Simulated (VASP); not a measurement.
# B (P1) in VASP: relaxation of cell and atoms with PBE

Aim: the relaxation of cell and atoms of B with PBE.

Everything below comes from runs of VASP 6.6.1. Logs are shortened: lines on timing, memory, paths and dates and some standing lists are left out, and cuts for length are marked.

**1. The cell of the first run**

The typed cell holds 8 atoms: a = 3.636 Å, b = 3.622 Å, c = 3.589 Å, α = 90.00°, β = 91.22°, γ = 91.45°.

**2. Relaxation of cell and atoms, PBE**

INCAR

```
PREC = Accurate
ENCUT = 600
EDIFF = 1E-6
ISMEAR = 0
SIGMA = 0.1
LREAL = F
LASPH = T
NELM = 80
ALGO = Normal
ISIF = 3
LWAVE = F
LCHARG = F
GGA = PE
IBRION = 2
NSW = 100
EDIFFG = -0.015
```

KPOINTS

```
regular mesh
0
Gamma
  6 6 6
```

POSCAR

```
B
1.0
    3.6352420280     -0.0458474979     -0.0385844095
   -0.0458474979      3.6213001358     -0.0001075473
   -0.0385844095     -0.0001075473      3.5886097430
B
8
Direct
    0.4635910139      0.4697768558      0.4733033190
   -0.0319633569      0.0313541870      0.0294011757
    0.2379605733      0.0518223869      0.5070975749
    0.5045703236      0.2306137780     -0.0323797981
    0.5430772864      0.7543340254      0.0153148614
    0.7749018568      0.9725567109      0.4979887591
   -0.0091440873      0.4860622794      0.7604891764
    0.0170063901      0.5034797765      0.2487849315
```

Potentials or basis: VASP PAW PBE potentials, release 64 (B).

The run is started by

```console
$ cat potpaw_PBE.64/B/POTCAR > POTCAR
$ mpirun -np 1 vasp_std > vasp.out
```

OUTCAR:

```text
PREC = Accurate
   ENCUT = 600
   EDIFF = 1E-6
   ISMEAR = 0
   LREAL = F
   LASPH = T
   NELM = 80
   ISIF = 3
   GGA = PE
   IBRION = 2
   NSW = 100
   EDIFFG = -0.015

 ion  position               nearest neighbor table
   1  0.464  0.470  0.473-   3 1.71   8 1.80   5 1.96   4 1.98   4 2.02   7 2.02   6 2.12   6 2.15
                             7 2.16
   2  0.968  0.031  0.029-   5 1.82   6 1.85   4 1.86   8 1.89   7 1.91   3 1.96   6 2.03   8 2.08
                             4 2.08   3 2.13
   3  0.238  0.052  0.507-   6 1.70   1 1.71   2 1.96   6 1.98   4 2.00   7 2.05   8 2.05   2 2.13

   4  0.505  0.231  0.968-   5 1.74   2 1.86   5 1.91   1 1.98   3 2.00   1 2.02   2 2.08   7 2.12

   5  0.543  0.754  0.015-   4 1.74   2 1.82   4 1.91   1 1.96   6 2.06   8 2.12   7 2.14
   6  0.775  0.973  0.498-   3 1.70   2 1.85   3 1.98   2 2.03   5 2.06   1 2.12   8 2.14   1 2.15
                             7 2.16
   7  0.991  0.486  0.760-   8 1.75   8 1.84   2 1.91   1 2.02   3 2.05   4 2.12   5 2.14   6 2.16
                             1 2.16
   8  0.017  0.503  0.249-   7 1.75   1 1.80   7 1.84   2 1.89   3 2.05   2 2.08   5 2.12   6 2.14

  LATTYP: Found a triclinic cell.
 ALAT       =     3.6357358749
 B/A-ratio  =     0.9961093096
 C/A-ratio  =     0.9870951274
 COS(alpha) =     0.0000764465
 COS(beta)  =     0.0213613818
 COS(gamma) =     0.0252666867

  Lattice vectors:

 A1 = (   3.6352420280,  -0.0458474979,  -0.0385844095)
 A2 = (   0.0458474979,  -3.6213001358,   0.0001075473)
 A3 = (   0.0385844095,   0.0001075473,  -3.5886097430)

Analysis of symmetry for initial positions (statically):
=====================================================================
 Subroutine PRICEL returns:
 Original cell was already a primitive cell.

 Routine SETGRP: Setting up the symmetry group for a
 triclinic supercell.

 Subroutine GETGRP returns: Found  1 space group operations
 (whereof  1 operations were pure point group operations)
 out of a pool of  2 trial point group operations.

The static configuration has the point symmetry C_1 .

Analysis of symmetry for dynamics (positions and initial velocities):
=====================================================================
 Subroutine PRICEL returns:
 Original cell was already a primitive cell.

 Routine SETGRP: Setting up the symmetry group for a
 triclinic supercell.

 Subroutine GETGRP returns: Found  1 space group operations
 (whereof  1 operations were pure point group operations)
 out of a pool of  2 trial point group operations.

The dynamic configuration has the point symmetry C_1 .

 Subroutine INISYM returns: Found  1 space group operations
 (whereof  1 operations are pure point group operations),
 and found     1 'primitive' translations

----------------------------------------------------------------------------------------

                                     Primitive cell

  volume of cell :      47.2286

  direct lattice vectors                    reciprocal lattice vectors
     3.635242028 -0.045847498 -0.038584409     0.275160187  0.003483756  0.002958602
    -0.045847498  3.621300136 -0.000107547     0.003483756  0.276188023  0.000045734
    -0.038584409 -0.000107547  3.588609743     0.002958602  0.000045734  0.278691257

  length of vectors
     3.635735875  3.621590352  3.588817167     0.275198144  0.276209998  0.278706965

  position of ions in fractional coordinates (direct lattice)
     0.463591014  0.469776856  0.473303319
     0.968036643  0.031354187  0.029401176
     0.237960573  0.051822387  0.507097575
     0.504570324  0.230613778  0.967620202
     0.543077286  0.754334025  0.015314861
     0.774901857  0.972556711  0.497988759
     0.990855913  0.486062279  0.760489176
     0.017006390  0.503479777  0.248784931

  ion indices of the primitive-cell ions
   primitive index   ion index
                 1           1
                 2           2
                 3           3
                 4           4
                 5           5
                 6           6
                 7           7
                 8           8

----------------------------------------------------------------------------------------

 KPOINTS: regular mesh

Automatic generation of k-mesh.
 Grid dimensions read from file:
 generate k-points for:    6    6    6

 Generating k-lattice:

  Cartesian coordinates                     Fractional coordinates (reciprocal lattice)
     0.045860031  0.000580626  0.000493100     0.166666667 -0.000000000 -0.000000000
     0.000580626  0.046031337  0.000007622    -0.000000000  0.166666667  0.000000000
     0.000493100  0.000007622  0.046448543    -0.000000000  0.000000000  0.166666667

  Length of vectors
     0.045866357  0.046035000  0.046451161

  Shift w.r.t. Gamma in fractional coordinates (k-lattice)
     0.000000000  0.000000000  0.000000000

 Subroutine IBZKPT returns following result:
 ===========================================

 Found    112 irreducible k-points:

 Following reciprocal coordinates:
            Coordinates               Weight
  0.000000  0.000000  0.000000      1.000000
  0.166667  0.000000  0.000000      2.000000
  0.333333  0.000000  0.000000      2.000000
  0.500000  0.000000 -0.000000      1.000000
 -0.000000  0.166667  0.000000      2.000000
  0.166667  0.166667 -0.000000      2.000000
[... 16 lines left out ...]
  0.333333  0.000000  0.166667      2.000000
  0.500000 -0.000000  0.166667      2.000000
 [... further k-points ...]
   k-points           NKPTS =    112   k-points in BZ     NKDIM =    112   number of bands    NBANDS=     17
   number of dos      NEDOS =    301   number of ions     NIONS =      8
   total plane-waves  NPLWV =  27000
   dimension x,y,z NGX =    30 NGY =   30 NGZ =   30
   dimension x,y,z NGXF=    60 NGYF=   60 NGZF=   60
   ions per type =               8
   NGX,Y,Z   is equivalent  to a cutoff of  13.72, 13.77, 13.90 a.u.
   NGXF,Y,Z  is equivalent  to a cutoff of  27.44, 27.54, 27.79 a.u.
 SYSTEM =  unknown system
   PREC   = accura    normal or accurate (medium, high low for compatibility)
   ISTART =      0    job   : 0-new  1-cont  2-samecut
   ICHARG =      2    charge: 1-file 2-atom 10-const
   ISPIN  =      1    spin polarized calculation?
   LNONCOLLINEAR =      F non collinear calculations
   LSORBIT =      F    spin-orbit coupling
   LASPH  =      T    aspherical Exc in radial PAW
   ENCUT  =  600.0 eV  44.10 Ry    6.64 a.u.   7.26  7.23  7.17*2*pi/ulx,y,z
   NELM   =     80;   NELMIN=  2; NELMDL= -5     # of ELM steps
   EDIFF  = 0.1E-05   stopping-criterion for ELM
   LREAL  =      F    real-space projection
   EDIFFG = -.1E-01   stopping-criterion for IOM
   NSW    =    100    number of steps for IOM
   IBRION =      2    ionic relax: 0-MD 1-quasi-New 2-CG
   NFREE  =      1    steps in history (QN), initial steepest desc. (CG)
   ISIF   =      3    stress and relaxation
   ISYM   =      2    0-nonsym 1-usesym 2-fastsym
   POTIM  = 0.5000    time-step for ionic-motion
   TEBEG  =    0.0;   TEEND  =   0.0 temperature during run
   PSTRESS=    0.0 pullay stress
   NELECT =      24.0000    total number of electrons
   NUPDOWN=      -1.0000    fix difference up-down
   EMIN   =  10.00;   EMAX   =-10.00  energy-range for DOS
   EFERMI =   0.00;   METHOD = LEGACY
   ISMEAR =     0;   SIGMA  =   0.10  broadening in eV -4-tet -1-fermi 0-gaus
   EFERMI_NEDOS =   21; number of points for ismear=-14 and -15
   IALGO  =     38    algorithm
   IMIX   =      4    mixing-type and parameters
     AMIX     =   0.40;   BMIX     =  1.00
     AMIX_MAG =   1.60;   BMIX_MAG =  1.00
  volume/ion in A,a.u.               =       5.90        39.84
  Fermi-wavevector in a.u.,A,eV,Ry     =   1.306402  2.468742 23.220878  1.706686
  Thomas-Fermi vector in A             =   2.437206
   LORBIT       =      0    0 simple, 1 ext, 2 COOP (PROOUT), +10 PAW based schemes
   GGA     = PE    functional components
   LHFCALC =     F    Hartree Fock is set to
   AEXX    =    0.0000 exact exchange contribution
   IVDW    =     0    specifies the selected vdW correction
   LEPSILON=     F    determine dielectric tensor
   LRPA    =     F    only Hartree local field effects (RPA)
 conjugate gradient relaxation of ions
 non-spin polarized calculation
 Gauss-broadening in eV      SIGMA  =   0.10
  energy-cutoff  :      600.00
  volume of cell :       47.23
 maximum number of plane-waves:      1589
 NGX is ok and might be reduce to    30
   NGX = 15   NGY = 15   NGZ = 15

--------------------------------------- Ionic step        1  -------------------------------------------

 number of electron      24.0000000 magnetization

 Free energy of the ion-electron system (eV)
  ---------------------------------------------------
  ext. energy  EPLUGINS =         0.00000000
  ---------------------------------------------------
  free energy    TOTEN  =       -41.40314243 eV

  energy without entropy =      -41.39498238  energy(sigma->0) =      -41.39906241

 E-fermi :  10.3576     XC(G=0): -12.9633

 val. band max:       10.3392197965   @ k =  -0.3333   0.1667  -0.0000
 cond. band min:      10.3613682565   @ k =  -0.1667  -0.3333   0.1667
 fundamental gap:      0.0221484600
 Fermi energy:        10.3575564772

 k-point     1 :       0.0000    0.0000    0.0000
  band No.  band energies     occupation
      1      -8.7665      2.00000
      2      -1.2116      2.00000
      3      -0.3846      2.00000
      4       0.2715      2.00000
      5       0.5591      2.00000
      6       0.7936      2.00000
[... 9 lines left out ...]
     16      12.1523      0.00000
     17      12.7935      0.00000
[... 579 lines left out ...]
  FREE ENERGIE OF THE ION-ELECTRON SYSTEM (eV)
  ---------------------------------------------------
  free  energy   TOTEN  =       -41.8632424376 eV

  energy  without entropy=      -41.8538792625  energy(sigma->0) =      -41.85856085

[... ionic steps 4 to 46 ...]

--------------------------------------- Ionic step       47  -------------------------------------------

 number of electron      24.0000000 magnetization

------------------------ aborting loop because EDIFF is reached ----------------------------------------

  FORCE on cell =-STRESS in cart. coord.  units (eV):
  Direction    XX          YY          ZZ          XY          YZ          ZX
  --------------------------------------------------------------------------------------
  -------------------------------------------------------------------------------------
  Total       -0.0253434      0.0025981      0.0005713      0.0034990      0.0023188      0.0083744
  in kB       -0.7381778      0.0756762      0.0166414      0.1019157      0.0675390      0.2439220
  external PRESSURE =      -0.2152868 kB  Pullay stress =       0.0000000 kB
[... 69 lines left out ...]
  energy  without entropy=      -51.0140722094  energy(sigma->0) =      -51.01630647

--------------------------------------- Ionic step       49  -------------------------------------------

 number of electron      24.0000000 magnetization

 Free energy of the ion-electron system (eV)
  ---------------------------------------------------
  ext. energy  EPLUGINS =         0.00000000
  ---------------------------------------------------
  free energy    TOTEN  =       -51.01854648 eV

  energy without entropy =      -51.01410360  energy(sigma->0) =      -51.01632504

 E-fermi :   6.9376     XC(G=0): -11.9866

 val. band max:        6.9367074075   @ k =   0.5000   0.5000   0.1667
 cond. band min:       6.9658422154   @ k =  -0.0000  -0.3333   0.3333
 fundamental gap:      0.0291348080
 Fermi energy:         6.9376481583

 k-point     1 :       0.0000    0.0000    0.0000
  band No.  band energies     occupation
      1      -9.3897      2.00000
      2      -3.5168      2.00000
      3      -2.9689      2.00000
      4      -2.4793      2.00000
      5      -2.1351      2.00000
      6      -0.6923      2.00000
[... 9 lines left out ...]
     16      11.8541      0.00000
     17      12.1240      0.00000
[... 495 lines left out ...]
  FREE ENERGIE OF THE ION-ELECTRON SYSTEM (eV)
  ---------------------------------------------------
  free  energy   TOTEN  =       -51.0185464752 eV

  energy  without entropy=      -51.0141036010  energy(sigma->0) =      -51.01632504

 reached required accuracy - stopping structural energy minimisation
```

Run time: 36 min. Hardware: 1 thread of Intel Xeon Platinum 8488C (Sapphire Rapids), shared host; peak memory 0.23 GiB.

What came out:

```
Free energy                           : -51.0185 eV
Relaxed volume                        : 6.87 Å³/atom
Relaxed cell                          : a = 4.344 Å, b = 4.532 Å, c = 3.089 Å, α = 79.36°, β = 98.59°, γ = 112.50°
Space group after relaxing (to 0.1 Å) : P1 (No. 1)
Energy gained by relaxing             : 1201.9 meV/atom
Ionic steps                           : 49
Pressure after relaxing               : 0.0 GPa
Largest force after relaxing          : 0.010 eV/Å
Band gap on the k mesh                : zero (bands 12 and 13 overlap by 3.20 eV)
```

Forces on the atoms (eV/Å):
```
B   -0.003  0.004  0.005
B    0.009 -0.005 -0.003
B    0.006  0.000 -0.001
B   -0.001  0.000  0.000
B   -0.006  0.003  0.004
B   -0.006 -0.006 -0.005
B   -0.003  0.007 -0.004
B    0.005 -0.003  0.005
```

The path:
```
step  energy change (eV)  largest force (eV/Å)  pressure (GPa)  volume (Å³)
   1              0.0000                1.3853           17.68        47.23
   3             -0.4601                1.1288           -9.55        52.27
   5             -1.9474                2.9154            4.02        52.68
   7             -2.6448                4.7124           14.22        53.55
   9             -4.1857                3.8516            7.84        56.41
  11             -4.4142                4.8222            8.44        57.73
  13             -5.8012                2.2344           -8.44        61.71
  15             -6.2788                1.9327           -8.75        61.30
  17             -6.9641                3.7162           -2.59        58.80
  19             -7.7781                2.3439            0.03        56.26
  21             -8.3735                1.4500           -3.10        55.93
  23             -8.6812                1.3384            1.69        54.57
  25             -8.8315                0.8445            0.31        54.57
  27             -8.9629                0.7832           -0.46        54.73
  29             -9.1054                0.9051            1.52        54.57
  31             -9.2657                0.8241           -0.92        55.26
  33             -9.4340                0.7887            0.91        55.06
  35             -9.5233                0.6050           -0.47        55.33
  37             -9.5764                0.4191           -0.30        55.23
  39             -9.5953                0.2819           -0.01        55.08
  41             -9.6082                0.2232            0.14        54.97
  43             -9.6135                0.1095            0.02        54.99
  45             -9.6150                0.0563            0.00        55.01
  47             -9.6153                0.0379           -0.02        55.01
  49             -9.6154                0.0104            0.01        55.00
```

Final structure:
```yaml
crystal:
  lattice:
    - [4.24650, -0.90288, -0.13906]
    - [-0.81973, 4.45036, 0.24877]
    - [-0.29637, 0.35550, 3.05380]
  atoms:
    - { symbol: B, position: [0.51245, 0.55610, 0.61741] }
    - { symbol: B, position: [0.86083, 0.13268, 0.12215] }
    - { symbol: B, position: [0.24752, 0.14078, 0.38137] }
    - { symbol: B, position: [0.46619, 0.15187, 0.91163] }
    - { symbol: B, position: [0.51422, 0.76593, 0.04265] }
    - { symbol: B, position: [0.89365, 0.76493, 0.34166] }
    - { symbol: B, position: [0.88766, 0.48190, 0.78245] }
    - { symbol: B, position: [0.11750, 0.50581, 0.30069] }
```

Caveat: the volume moved by over 15 % at a fixed basis, so the end points are rough.

The gap in the log of VASP goes by the Fermi energy; the results here count the filled bands.